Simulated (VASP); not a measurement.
**Cr: relaxation of cell and atoms with PBE**

Crystal: Cr.

```xyz
8
Lattice="4.5405 0.0000 0.0000 0.0000 4.5405 0.0000 0.0000 0.0000 4.5405" Properties=species:S:1:pos:R:3 pbc="T T T"
Cr    2.2703    2.2703    2.2703
Cr    0.0000    0.0000    0.0000
Cr    1.1351    0.0000    2.2703
Cr    2.2703    1.1351    0.0000
Cr    2.2703    3.4054    0.0000
Cr    3.4054    0.0000    2.2703
Cr    0.0000    2.2703    3.4054
Cr    0.0000    2.2703    1.1351
```

* Program: VASP 6.6.1
* Task: relaxation of cell and atoms
* Functional: PBE
* Potentials or basis: VASP PAW PBE potentials, release 64 (Cr_pv)
* Cutoff: 600 eV
* k mesh: 8 × 8 × 8
* Occupations: gaussian, width 0.1 eV
* Spin: no spin polarisation
* Dipole correction: no
* Further INCAR settings: ALGO = Fast; EDIFF = 1e-06; IBRION = 2; EDIFFG = -0.01; NSW = 100; ISIF = 3

```
Relaxed volume                        : 11.69 Å³/atom
Relaxed cell                          : a = 4.538 Å, b = 4.538 Å, c = 4.538 Å, α = 90.00°, β = 90.00°, γ = 90.00°
Space group after relaxing (to 0.1 Å) : Pm-3n (No. 223)
Energy gained by relaxing             : 0.0 meV/atom
Ionic steps                           : 3
Pressure after relaxing               : 0.0 GPa
Band gap on the k mesh                : zero (bands 48 and 49 overlap by 0.50 eV)
```

The path:
| step | energy change (eV) | largest force (eV/Å) | pressure (GPa) | volume (Å³) |
| --- | --- | --- | --- | --- |
| 1 | 0.0000 | 0.0000 | -0.40 | 93.61 |
| 2 | 0.0005 | 0.0000 | 0.70 | 93.21 |
| 3 | -0.0001 | 0.0000 | 0.05 | 93.48 |

Final structure:
```
Cr
1.0
     4.53849    0.00000    0.00000
     0.00000    4.53849    0.00000
     0.00000    0.00000    4.53849
Cr
8
Direct
  0.50000 0.50000 0.50000
  0.00000 0.00000 0.00000
  0.25000 0.00000 0.50000
  0.50000 0.25000 0.00000
  0.50000 0.75000 0.00000
  0.75000 0.00000 0.50000
  0.00000 0.50000 0.75000
  0.00000 0.50000 0.25000
```

Levels at points of the mesh, in eV from the Fermi level:
| k point | band 44 | band 45 | band 46 | band 47 | band 48 | band 49 | band 50 | band 51 | band 52 | band 53 |
| --- | --- | --- | --- | --- | --- | --- | --- | --- | --- | --- |
| (0.00, 0.00, 0.00) | -1.36 | -1.06 | -1.06 | -0.31 | -0.31 | -0.31 | 0.82 | 0.82 | 0.82 | 0.87 |
| (0.50, 0.00, 0.00) | -0.90 | -0.78 | -0.78 | -0.63 | -0.63 | 0.33 | 0.33 | 0.37 | 0.37 | 0.61 |
| (0.50, 0.50, 0.00) | -1.13 | -0.80 | -0.53 | -0.53 | 0.07 | 0.07 | 0.08 | 0.24 | 0.63 | 0.94 |
| (0.50, 0.50, 0.50) | -0.96 | -0.96 | -0.96 | -0.96 | -0.96 | 0.71 | 0.71 | 0.71 | 0.71 | 0.71 |

Wall time 4.4 min on 1 thread of Intel(R) Xeon(R) 6975P-C (Granite Rapids), on a shared host, peak memory 0.3 GiB.

Caveat: the run has no spin polarisation, though such a crystal can be magnetic. Spin polarisation is off, so any magnetic state and its effect on volume and gap are missing.
